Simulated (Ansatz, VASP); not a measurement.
# Bi2Se3: VASP beside Ansatz

```
Bi Se
1.0
     2.07150    1.19598    9.54533
    -2.07150    1.19598    9.54533
     0.00000   -2.39196    9.54533
Bi Se
2 3
Direct
  0.59920 0.59920 0.59920
  0.40080 0.40080 0.40080
  0.78830 0.78830 0.78830
  0.21170 0.21170 0.21170
  0.00000 0.00000 0.00000
```

Alike in both runs: functional BLYP; k mesh 8 × 8 × 8; occupations fermi-dirac, width 0.05 eV; no spin polarisation.

|  | VASP | Ansatz |
| --- | --- | --- |
| version | VASP 6.6.1 | Ansatz 0.2.0 |
| potentials or method | VASP PAW PBE potentials, release 64 (Bi_d, Se) | Ansatz PAW |
| plane-wave cutoff (eV) | 520 | 420 |
| valence electrons in the cell | 48 | 78 |
| task | single point | band structure |

|  | VASP | Ansatz | Ansatz less VASP |
| --- | --- | --- | --- |
| gap on the k mesh at the Fermi level (eV) | 0.26 | 0.27 | +0.004 |
| least direct gap on the mesh (eV) | 0.26 | 0.27 | +0.004 |
| pressure (GPa) | 6.5 | 6.3 | -0.25 |
| traceless stress, the component that is largest in VASP (GPa) | -0.24 | -0.24 | +0.005 |
| rms of the force components (eV/Å) | 0.137 | 0.121 | -0.0159 |

VASP's potentials were made for PBE, not for BLYP. Atom by atom the forces differ by 0.016 eV/Å (rms over components). With one functional, cell and mesh, what is left measures potentials, basis and numerics. VASP's potentials hold 48 valence electrons a cell and Ansatz's 78, so a difference there can come from the potentials and not from the codes.

Spin-orbit coupling is off throughout.
